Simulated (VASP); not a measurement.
Runs of VASP 6.6.1 on Ta. The structure is that of space group Im-3m (No. 229), or close to it. The cells are those of the table. 

```csv
cell,further INCAR settings,gap on the mesh (eV),pressure (GPa)
"a = 2.860 Å, angles 109.1, 109.9, 109.5°, 1 atom",ALGO = Fast; EDIFF = 1e-07; NBANDS = 12,none,-3.6
"a = 2.860 Å, angles 108.3, 110.7, 109.5°, 1 atom",ALGO = Fast; EDIFF = 1e-07; NBANDS = 12,none,-3.5
"a = 2.860 Å, angles 111.1, 107.9, 109.5°, 1 atom",ALGO = Fast; EDIFF = 1e-07; NBANDS = 12,none,-3.5
"a = 2.860 Å, angles 108.7, 110.3, 109.5°, 1 atom",ALGO = Fast; EDIFF = 1e-06; NBANDS = 12,none,-3.6
"a = 2.861 Å, angles 107.0, 111.9, 109.5°, 1 atom",ALGO = Fast; EDIFF = 1e-06; NBANDS = 12,none,-3.2
"a = 2.861 Å, angles 107.5, 111.5, 109.5°, 1 atom",ALGO = Fast; EDIFF = 1e-07; NBANDS = 12,none,(a)
```

Alike in all rows: task single point; level PBEsol; potentials or basis VASP PAW PBE potentials, release 64 (Ta_pv); no spin polarisation; k mesh 20 × 20 × 20; cutoff (eV) 520; smearing gaussian 0.15 eV.

**Question.** Fill in the values left out.

**Answer.** (a) -3.4.

Caveats: the cell stands under tension; the PAW data sets were made with another functional, which shifts forces and pressure a little; spin-orbit coupling is left out, which moves the levels of the heavy elements.

A k mesh can miss the band edges, and the runs leave out spin-orbit coupling on Ta.

A gap of «none» marks levels without a gap at the run's occupations.
